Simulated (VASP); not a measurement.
# PbF2 (Immm) in VASP: notebook, part 2 of 2

VASP 6.6.1. Earlier steps stand in the parts before.

**5. Single point, r2SCAN (strain +0.0525 x Voigt [0, 0, 0, 1, 0, 0])**

POSCAR

```
PbF2
1.0
    0.0000000000      3.0478085625      3.0478085625
    2.9698500000      0.0779585625      2.9698500000
    2.9698500000      2.9698500000      0.0779585625
Pb F
1 2
Direct
    0.0000000000      0.0000000000      0.0000000000
    0.2500000000      0.2500000000      0.2500000000
    0.7500000000      0.7500000000      0.7500000000
```

INCAR.step1

```
SYSTEM = PbF2
PREC     = Accurate       ! precision mode
ENCUT    = 520            ! plane-wave cutoff, eV
ISMEAR   = 0              ! smearing method
SIGMA    = 0.05           ! smearing width, eV
LREAL    = .FALSE.        ! projectors in reciprocal space
LASPH    = .TRUE.         ! aspherical terms in the spheres
NELM     = 80             ! most SCF steps
NBANDS   = 21             ! bands
GGA      = PE             ! functional
ALGO     = Normal         ! electronic algorithm
EDIFF    = 1E-4           ! SCF threshold, eV
LWAVE    = .TRUE.         ! write WAVECAR
LCHARG   = .FALSE.        ! write CHGCAR
```

INCAR.step2

```
SYSTEM = PbF2
PREC     = Accurate       ! precision mode
ENCUT    = 520            ! plane-wave cutoff, eV
EDIFF    = 1E-7           ! SCF threshold, eV
ISMEAR   = 0              ! smearing method
SIGMA    = 0.05           ! smearing width, eV
LREAL    = .FALSE.        ! projectors in reciprocal space
LASPH    = .TRUE.         ! aspherical terms in the spheres
NELM     = 80             ! most SCF steps
ALGO     = Normal         ! electronic algorithm
ISIF     = 2              ! what is computed and relaxed
LWAVE    = .FALSE.        ! write WAVECAR
LCHARG   = .TRUE.         ! write CHGCAR
METAGGA  = R2SCAN         ! meta-GGA
LMIXTAU  = .TRUE.       
LELF     = .TRUE.         ! ELF
LVHAR    = .TRUE.       
NBANDS   = 21             ! bands
ISTART   = 1
```

KPOINTS

```
Automatic mesh
0
G
  8 8 8
  0 0 0
```

The run is started by

```bash
$ cat potpaw_PBE.64/Pb_d/POTCAR potpaw_PBE.64/F/POTCAR > POTCAR
$ cp INCAR.step1 INCAR
$ mpirun -np 1 vasp_std > vasp.out
$ cp INCAR.step2 INCAR
$ mpirun -np 1 vasp_std > vasp.out
```

Run time: 9.9 min. Hardware: 1 thread of Oxide Virtual Turin-like, shared host; peak memory 0.22 GiB.

The run converged. Its results:

```
Free energy            : -70.1464 eV
Pressure               : -0.5 GPa
Largest force          : 0.142 eV/Å
Band gap on the k mesh : 4.91 eV (least direct gap 5.05 eV)
```

Forces on the atoms (eV/Å):
```
Pb   0.000  0.000  0.000
F   -0.142  0.000  0.000
F    0.142  0.000  0.000
```

Stress tensor (GPa, compression positive):
```
-0.51  0.00  0.00
 0.00 -0.53 -1.76
 0.00 -1.76 -0.53
```

Levels at points of the mesh, in eV from the valence-band top:
```
           k point  band 12  band 13  band 14  band 15  band 16  band 17
(0.00, 0.00, 0.00)    -2.22    -2.13    -2.04     6.92     7.29     7.65
(0.50, 0.00, 0.00)    -2.30    -2.29    -0.12     5.22     8.08     8.51
(0.00, 0.50, 0.00)    -2.32    -2.31    -0.02     5.51     7.91     8.33
(0.50, 0.50, 0.00)    -1.72    -1.72    -0.15     4.91     8.40     8.43
(0.00, 0.50, 0.50)    -1.72    -1.69    -0.15     4.92     8.08     8.75
```

Caveat: the cell differs from its parent crystal (strain +0.0525 x Voigt [0, 0, 0, 1, 0, 0]); the PAW data sets were made with another functional, which shifts forces and pressure a little; spin-orbit coupling is left out, which moves the levels of the heavy elements. A k mesh can miss the band edges.

**6. Single point, r2SCAN (strain +0.0375 x Voigt [0, 0, 0, 1, 0, 0])**

POSCAR

```
PbF2
1.0
    0.0000000000      3.0255346875      3.0255346875
    2.9698500000      0.0556846875      2.9698500000
    2.9698500000      2.9698500000      0.0556846875
Pb F
1 2
Direct
    0.0000000000      0.0000000000      0.0000000000
    0.2500000000      0.2500000000      0.2500000000
    0.7500000000      0.7500000000      0.7500000000
```

INCAR.step1

```
PREC = Accurate ; ENCUT = 520
ISMEAR = 0 ; SIGMA = 0.05
LREAL = F ; LASPH = T
NELM = 80 ; NBANDS = 21
GGA = PE ; ALGO = Normal
EDIFF = 1E-4 ; LWAVE = T
LCHARG = F
```

INCAR.step2

```
PREC = Accurate ; ENCUT = 520
EDIFF = 1E-6 ; ISMEAR = 0
SIGMA = 0.05 ; LREAL = F
LASPH = T ; NELM = 80
ALGO = Normal ; ISIF = 2
LWAVE = F ; LCHARG = F
METAGGA = R2SCAN ; LMIXTAU = T
NBANDS = 21 ; ISTART = 1
```

KPOINTS

```
regular mesh
0
Gamma
  8 8 8
```

Potentials or basis: VASP PAW PBE potentials, release 64 (Pb_d, F).

The run is started by

```bash
$ cat potpaw_PBE.64/Pb_d/POTCAR potpaw_PBE.64/F/POTCAR > POTCAR
$ cp INCAR.step1 INCAR
$ mpirun -np 1 vasp_std > vasp.out
$ cp INCAR.step2 INCAR
$ mpirun -np 1 vasp_std > vasp.out
```

Wall time 9.8 min (1 thread of Oxide Virtual Turin-like, shared host); peak memory 0.21 GiB.

Results (log left out):

| Property | Result |
| --- | --- |
| Free energy | -70.1538 eV |
| Pressure | -0.7 GPa |
| Largest force | 0.100 eV/Å |
| Band gap on the k mesh | 4.92 eV (least direct gap 5.07 eV) |

Forces on the atoms (eV/Å):
```
Pb   0.000  0.000  0.000
F   -0.100  0.000  0.000
F    0.100  0.000  0.000
```

Stress tensor (GPa, compression positive):
```
-0.64  0.00  0.00
 0.00 -0.66 -1.25
 0.00 -1.25 -0.66
```

Levels at points of the mesh, in eV from the valence-band top:
```
           k point  band 12  band 13  band 14  band 15  band 16  band 17
(0.00, 0.00, 0.00)    -2.17    -2.11    -2.05     7.03     7.30     7.55
(0.50, 0.00, 0.00)    -2.29    -2.28    -0.10     5.28     8.12     8.43
(0.00, 0.50, 0.00)    -2.30    -2.29    -0.02     5.48     8.00     8.31
(0.50, 0.50, 0.00)    -1.70    -1.70    -0.14     4.92     8.42     8.43
(0.00, 0.50, 0.50)    -1.70    -1.68    -0.15     4.93     8.19     8.66
```

Caveat: the cell differs from its parent crystal (strain +0.0375 x Voigt [0, 0, 0, 1, 0, 0]); the PAW data sets were made with another functional, which shifts forces and pressure a little; spin-orbit coupling is left out, which moves the levels of the heavy elements. A k mesh can miss the band edges.

**7. Single point, r2SCAN (strain +0.0225 x Voigt [0, 0, 0, 1, 0, 0])**

POSCAR

```
PbF2
1.0
    0.0000000000      3.0032608125      3.0032608125
    2.9698500000      0.0334108125      2.9698500000
    2.9698500000      2.9698500000      0.0334108125
Pb F
1 2
Direct
    0.0000000000      0.0000000000      0.0000000000
    0.2500000000      0.2500000000      0.2500000000
    0.7500000000      0.7500000000      0.7500000000
```

INCAR.step1

```
ALGO = Normal
EDIFF = 1E-4
ENCUT = 520
GGA = PE
ISMEAR = 0
LASPH = True
LCHARG = False
LREAL = False
LWAVE = True
NBANDS = 21
NELM = 100
PREC = Accurate
SIGMA = 0.05
```

INCAR.step2

```
ALGO = Normal
EDIFF = 1E-6
ENCUT = 520
ISIF = 2
ISMEAR = 0
ISTART = 1
LASPH = True
LCHARG = False
LMIXTAU = True
LREAL = False
LWAVE = False
METAGGA = R2SCAN
NBANDS = 21
NELM = 100
PREC = Accurate
SIGMA = 0.05
```

KPOINTS

```
k-points
0
Gamma
  8 8 8
```

The run is started by

```bash
$ cat potpaw_PBE.64/Pb_d/POTCAR potpaw_PBE.64/F/POTCAR > POTCAR
$ cp INCAR.step1 INCAR
$ mpirun -np 1 vasp_std > vasp.out
$ cp INCAR.step2 INCAR
$ mpirun -np 1 vasp_std > vasp.out
```

It took 9.4 min on 1 thread of Oxide Virtual Turin-like, shared host; peak memory 0.21 GiB.

The run converged. Its results:

```
Free energy            : -70.1586 eV
Pressure               : -0.7 GPa
Largest force          : 0.060 eV/Å
Band gap on the k mesh : 4.93 eV (least direct gap 5.07 eV)
```

Forces on the atoms (eV/Å):
```
Pb   0.000  0.000  0.000
F   -0.060  0.000  0.000
F    0.060  0.000  0.000
```

Stress tensor (GPa, compression positive):
```
-0.74  0.00  0.00
 0.00 -0.74 -0.75
 0.00 -0.75 -0.74
```

Levels at points of the mesh, in eV from the valence-band top:
| k point | band 12 | band 13 | band 14 | band 15 | band 16 | band 17 |
| --- | --- | --- | --- | --- | --- | --- |
| (0.00, 0.00, 0.00) | -2.14 | -2.10 | -2.06 | 7.14 | 7.30 | 7.45 |
| (0.50, 0.00, 0.00) | -2.28 | -2.28 | -0.08 | 5.32 | 8.16 | 8.35 |
| (0.00, 0.50, 0.00) | -2.29 | -2.28 | -0.04 | 5.44 | 8.09 | 8.27 |
| (0.50, 0.50, 0.00) | -1.69 | -1.69 | -0.14 | 4.93 | 8.42 | 8.43 |
| (0.00, 0.50, 0.50) | -1.69 | -1.68 | -0.14 | 4.93 | 8.28 | 8.57 |

Caveat: the cell differs from its parent crystal (strain +0.0225 x Voigt [0, 0, 0, 1, 0, 0]); the PAW data sets were made with another functional, which shifts forces and pressure a little; spin-orbit coupling is left out, which moves the levels of the heavy elements. A k mesh can miss the band edges.

**8. Overview**

```tsv
cell	gap on the mesh (eV)	pressure (GPa)	largest force (eV/Å)
a = 4.295, b = 4.201, c = 4.201 Å, angles 58.5, 59.3, 59.3°, 3 atoms	4.92	-0.6	0.12
a = 4.137, b = 4.200, c = 4.200 Å, angles 61.0, 60.5, 60.5°, 3 atoms	4.93	-0.7	0.08
a = 4.232, b = 4.200, c = 4.200 Å, angles 59.5, 59.8, 59.8°, 3 atoms	4.93	-0.8	0.04
a = 4.310, b = 4.201, c = 4.201 Å, angles 58.3, 59.1, 59.1°, 3 atoms	4.91	-0.5	0.14
a = 4.279, b = 4.200, c = 4.200 Å, angles 58.8, 59.4, 59.4°, 3 atoms	4.92	-0.7	0.10
a = 4.247, b = 4.200, c = 4.200 Å, angles 59.3, 59.6, 59.6°, 3 atoms	4.93	-0.7	0.06
```

Alike in all rows: task single point; level r2SCAN; potentials or basis VASP PAW PBE potentials, release 64 (Pb_d, F); no spin polarisation; k mesh 8 × 8 × 8; cutoff (eV) 520; smearing gaussian 0.05 eV.

Caveats: the PAW data sets were made with another functional, which shifts forces and pressure a little; spin-orbit coupling is left out, which moves the levels of the heavy elements.

Total energies depend on the potentials used, so only differences within one code and one set of settings carry meaning.
